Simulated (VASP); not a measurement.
# Ir (Fm-3m) in VASP: a series of runs

Ir is run at these levels: r2SCAN; tasks: single point.

Program: VASP 6.6.1. These are calculated values, not measurements. Logs are shortened: lines on timing, memory, paths and dates and some standing lists are left out, and cuts for length are marked.

## 1. The cell of the first run

It takes space group Fm-3m (No. 225, cubic). The conventional cell has a = 3.920 Å, b = 3.920 Å, c = 3.920 Å, α = 90.00°, β = 90.00°, γ = 90.00°. Ir (site symmetry m-3m) has 12 Ir at 2.77 Å within 3.7 Å.

## 2. Single point, r2SCAN (15.05 Å³/atom)

File POSCAR:

```
Ir
1.0
    0.0000000000      1.9597771888      1.9597771888
    1.9597771888      0.0000000000      1.9597771888
    1.9597771888      1.9597771888      0.0000000000
Ir
1
Direct
    0.0000000000      0.0000000000      0.0000000000
```

File INCAR.step1:

```
PREC = Accurate ; ENCUT = 620
ISMEAR = 0 ; SIGMA = 0.1
LREAL = F ; LASPH = T
NELM = 120 ; NBANDS = 14
GGA = PE ; ALGO = Normal
EDIFF = 1E-5 ; LWAVE = T
LCHARG = F ; GGA_COMPAT = F
```

File INCAR.step2:

```
PREC = Accurate ; ENCUT = 620
EDIFF = 1E-6 ; ISMEAR = 0
SIGMA = 0.1 ; LREAL = F
LASPH = T ; NELM = 120
ALGO = Normal ; ISIF = 2
LWAVE = F ; LCHARG = F
METAGGA = R2SCAN ; LMIXTAU = T
NBANDS = 14 ; ISTART = 1
GGA_COMPAT = F
```

File KPOINTS:

```
regular mesh
0
Gamma
  18 18 18
```

Potentials or basis: VASP PAW PBE potentials, release 64 (Ir_sv_GW).

Run with:

```console
$ cat potpaw_PBE.64/Ir_sv_GW/POTCAR > POTCAR
$ cp INCAR.step1 INCAR
$ mpirun -np 1 vasp_std > vasp.out
$ cp INCAR.step2 INCAR
$ mpirun -np 1 vasp_std > vasp.out
```

OUTCAR:

```text
PREC = Accurate
   ENCUT = 620
   EDIFF = 1E-6
   ISMEAR = 0
   LREAL = F
   LASPH = T
   NELM = 120
   ISIF = 2
   METAGGA = R2SCAN
   ISTART = 1

 ion  position               nearest neighbor table
   1  0.000  0.000  0.000-

  LATTYP: Found a face centered cubic cell.
 ALAT       =     3.9195543776

  Lattice vectors:

 A1 = (   0.0000000000,   1.9597771888,   1.9597771888)
 A2 = (   1.9597771888,   0.0000000000,   1.9597771888)
 A3 = (   1.9597771888,   1.9597771888,   0.0000000000)

Analysis of symmetry for initial positions (statically):
=====================================================================
 Subroutine PRICEL returns:
 Original cell was already a primitive cell.

 Routine SETGRP: Setting up the symmetry group for a
 face centered cubic supercell.

 Subroutine GETGRP returns: Found 48 space group operations
 (whereof 48 operations were pure point group operations)
 out of a pool of 48 trial point group operations.

The static configuration has the point symmetry O_h .

Analysis of symmetry for dynamics (positions and initial velocities):
=====================================================================
 Subroutine PRICEL returns:
 Original cell was already a primitive cell.

 Routine SETGRP: Setting up the symmetry group for a
 face centered cubic supercell.

 Subroutine GETGRP returns: Found 48 space group operations
 (whereof 48 operations were pure point group operations)
 out of a pool of 48 trial point group operations.

The dynamic configuration has the point symmetry O_h .

 Subroutine INISYM returns: Found 48 space group operations
 (whereof 48 operations are pure point group operations),
 and found     1 'primitive' translations

----------------------------------------------------------------------------------------

                                     Primitive cell

  volume of cell :      15.0539

  direct lattice vectors                    reciprocal lattice vectors
     0.000000000  1.959777189  1.959777189    -0.255131044  0.255131044  0.255131044
     1.959777189  0.000000000  1.959777189     0.255131044 -0.255131044  0.255131044
     1.959777189  1.959777189  0.000000000     0.255131044  0.255131044 -0.255131044

  length of vectors
     2.771543480  2.771543480  2.771543480     0.441899931  0.441899931  0.441899931

  position of ions in fractional coordinates (direct lattice)
[... 70 lines left out ...]
   ICHARG =      0    charge: 1-file 2-atom 10-const
   ISPIN  =      1    spin polarized calculation?
   LNONCOLLINEAR =      F non collinear calculations
   LSORBIT =      F    spin-orbit coupling
   LASPH  =      T    aspherical Exc in radial PAW
   ENCUT  =  620.0 eV  45.57 Ry    6.75 a.u.   5.63  5.63  5.63*2*pi/ulx,y,z
   NELM   =    120;   NELMIN=  2; NELMDL=  0     # of ELM steps
   EDIFF  = 0.1E-05   stopping-criterion for ELM
   LREAL  =      F    real-space projection
[... 7 lines left out ...]
   TEBEG  =    0.0;   TEEND  =   0.0 temperature during run
   PSTRESS=    0.0 pullay stress
   NELECT =      17.0000    total number of electrons
   NUPDOWN=      -1.0000    fix difference up-down
   EMIN   =  10.00;   EMAX   =-10.00  energy-range for DOS
   EFERMI =   0.00;   METHOD = LEGACY
   ISMEAR =     0;   SIGMA  =   0.10  broadening in eV -4-tet -1-fermi 0-gaus
   EFERMI_NEDOS =   21; number of points for ismear=-14 and -15
   IALGO  =     38    algorithm
   IMIX   =      4    mixing-type and parameters
     AMIX     =   0.40;   BMIX     =  1.00
     AMIX_MAG =   1.60;   BMIX_MAG =  1.00
  volume/ion in A,a.u.               =      15.05       101.59
  Fermi-wavevector in a.u.,A,eV,Ry     =   1.704804  3.221612 39.543381  2.906356
  Thomas-Fermi vector in A             =   2.784140
   LORBIT       =      0    0 simple, 1 ext, 2 COOP (PROOUT), +10 PAW based schemes
   METAGGA = R2SCAN    functional components
   LHFCALC =     F    Hartree Fock is set to
   AEXX    =    0.0000 exact exchange contribution
   IVDW    =     0    specifies the selected vdW correction
   LEPSILON=     F    determine dielectric tensor
   LRPA    =     F    only Hartree local field effects (RPA)
 non-spin polarized calculation
 Gauss-broadening in eV      SIGMA  =   0.10
  energy-cutoff  :      620.00
  volume of cell :       15.05
 maximum number of plane-waves:       544
   NGX = 11   NGY = 11   NGZ = 11

 number of electron      17.0000000 magnetization

 Free energy of the ion-electron system (eV)
  ---------------------------------------------------
  ext. energy  EPLUGINS =         0.00000000
  ---------------------------------------------------
  free energy    TOTEN  =       -52.85721934 eV

  energy without entropy =      -52.85163529  energy(sigma->0) =      -52.85442732

 E-fermi :  11.5161     XC(G=0): -15.4395

 val. band max:       11.5029933567   @ k =   0.3333   0.1111   0.0556
 cond. band min:      11.5242612555   @ k =   0.5000   0.2222   0.1111
 fundamental gap:      0.0212678988
 Fermi energy:        11.5161318561

 k-point     1 :       0.0000    0.0000    0.0000
  band No.  band energies     occupation
      1     -83.3880      2.00000
      2     -39.2446      2.00000
      3     -39.2446      2.00000
      4     -39.2446      2.00000
      5       0.6506      2.00000
      6       7.8529      2.00000
      7       7.8529      2.00000
      8       7.8529      2.00000
      9      10.2975      2.00000
     10      10.2975      2.00000
     11      25.9287      0.00000
     12      31.3713      0.00000
     13      31.3713      0.00000
     14      31.3713      0.00000
[... 377 lines left out ...]
      1     -83.3607      2.00000
      2     -39.5713      2.00000
      3     -39.3125      2.00000
      4     -39.2831      2.00000
      5       2.8499      2.00000
      6       7.2070      2.00000
      7       8.2658      2.00000
      8       8.3532      2.00000
      9      10.0644      2.00000
     10      10.8681      2.00000
     11      25.8930      0.00000
     12      28.3913      0.00000
     13      33.4898      0.00000
     14      34.7403      0.00000

 [... further k-points ...]
[... 5 lines left out ...]
  --------------------------------------------------------------------------------------
  -------------------------------------------------------------------------------------
  Total       -1.8627851     -1.8627851     -1.8627851     -0.0000000     -0.0000000      0.0000000
  in kB     -198.2545916   -198.2545916   -198.2545916     -0.0000000     -0.0000000      0.0000000
  external PRESSURE =    -198.2545916 kB  Pullay stress =       0.0000000 kB

 VOLUME and BASIS-vectors are now :
 -----------------------------------------------------------------------------
  energy-cutoff  :      620.00
  volume of cell :       15.05
      direct lattice vectors                 reciprocal lattice vectors
     0.000000000  1.959777189  1.959777189    -0.255131044  0.255131044  0.255131044
     1.959777189  0.000000000  1.959777189     0.255131044 -0.255131044  0.255131044
     1.959777189  1.959777189  0.000000000     0.255131044  0.255131044 -0.255131044

 POSITION                                       TOTAL-FORCE (eV/Angst)
 -----------------------------------------------------------------------------------
      0.00000      0.00000      0.00000         0.000000      0.000000      0.000000
 -----------------------------------------------------------------------------------
    total drift:                               -0.000000      0.000000     -0.000000

  FREE ENERGIE OF THE ION-ELECTRON SYSTEM (eV)
  ---------------------------------------------------
  free  energy   TOTEN  =       -52.8572193424 eV

  energy  without entropy=      -52.8516352880  energy(sigma->0) =      -52.85442732
```

OUTCAR.step1:

```text
PREC = Accurate
   ENCUT = 620
   ISMEAR = 0
   LREAL = F
   LASPH = T
[... 623 lines left out ...]

 POSITION                                       TOTAL-FORCE (eV/Angst)
 -----------------------------------------------------------------------------------
      0.00000      0.00000      0.00000         0.000000      0.000000      0.000000
 -----------------------------------------------------------------------------------
    total drift:                                0.000000     -0.000000     -0.000000

  FREE ENERGIE OF THE ION-ELECTRON SYSTEM (eV)
  ---------------------------------------------------
  free  energy   TOTEN  =        -9.4031089385 eV

  energy  without entropy=       -9.3973805117  energy(sigma->0) =       -9.40024473
```

It took 96 s on 1 thread of Intel Xeon Platinum 8488C (Sapphire Rapids), shared host; peak memory 0.19 GiB.

Results:

```yaml
Free_energy: -52.8572 eV
Pressure: -19.8 GPa
Band_gap_on_the_k_mesh: zero (an odd number of electrons rules out a gap without spin polarisation)
```

Caveat: the cell stands under tension; the PAW data sets were made with another functional, which shifts forces and pressure a little; spin-orbit coupling is left out, which moves the levels of the heavy elements.

(Part 1 of 2 ends here.)

The gap in the log of VASP goes by the Fermi energy; the results here count the filled bands.